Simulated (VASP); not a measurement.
Input of a VASP 6.6.1 run:

The input INCAR:

```
SYSTEM = Si32O
PREC = Accurate
ENCUT = 520
EDIFF = 1E-7
ISMEAR = 0
SIGMA = 0.02
LREAL = Auto
LASPH = .TRUE.
NELM = 100
ALGO = Normal
ISIF = 2
LWAVE = .FALSE.
LCHARG = .FALSE.
GGA = PE
NBANDS = 89
```

Contents of KPOINTS:

```
Automatic mesh
0
Gamma
  2 2 2
  0.5 0.5 0.5
```

File POSCAR:

```
Si32O
1.0
   -5.7769209609      3.3353068718      6.3650226989
    5.7769209609     -3.3353068718      6.3650226989
    3.8512806405      6.6706137437     -6.3650226989
Si O
32 1
Direct
    0.2353515261      0.0742273104      0.2466563587
    0.7399485327      0.5788484415      0.2558552818
    0.1155703482      0.4469003721      0.5016979598
    0.6056626601      0.9517257932      0.4948308915
    0.4866427550      0.3252118458      0.7512570165
    1.0289378867      0.8092732795      0.7512436365
    0.8621426574      0.2081407899      0.0077117457
    0.3650496328      0.6963947287      1.0006841697
    0.3211126794      0.4894550220      0.2495706447
    0.8227146542      0.9910970457      0.2528912649
    0.2037410785      0.8630755845      0.4946631653
    0.6924649416      0.3625232161      0.4994240746
    0.5796700284      0.7443270342      0.7511780528
    0.0709492087      0.2295939453      0.7512716330
    0.9442893246      0.6143371533      1.0031129837
    0.4603623796      0.1196951465      0.0078435416
    0.4228991215      0.2590169314      0.2471553096
    0.9269763082      0.7631213152      0.2553660550
    0.3041921675      0.6343345535      0.5009449351
    0.7990898872      0.1355196285      0.5007796410
    0.6751151062      0.5112859628      0.7512615368
    0.2032218746     -0.0004153023      0.7512690312
    0.0495878341      0.3859962979      0.0017591276
    0.5544484915      0.8845899004      1.0014360247
    0.5086668593      0.6783076949      0.2526391588
    0.0072532162      0.1768455972      0.2498322790
    0.3816203923      0.0566371885      0.4968792100
    0.8803356457      0.5440162808      0.4966551563
    0.7560889946      0.9496181746      0.7512535423
    0.2541658884      0.4232203528      0.7511892773
    0.1348796661      0.7986009879      1.0058335774
    0.6360460873      0.3110308564      0.0056389814
   -0.0565920033     -0.0297972216     -0.2488580878
```

Potentials or basis: VASP PAW PBE potentials, release 64 (Si, O).

Launch:

```bash
$ cat potpaw_PBE.64/Si/POTCAR potpaw_PBE.64/O/POTCAR > POTCAR
$ mpirun -np 1 vasp_std > vasp.out
```

Q: Predict the pressure.

A: 1.2 GPa.

Q: Predict the band gap on the k mesh.

A: 0.91 eV.

Stress tensor (GPa, compression positive):
```
 1.75 -0.60 -0.65
-0.60  1.06  0.38
-0.65  0.38  0.86
```
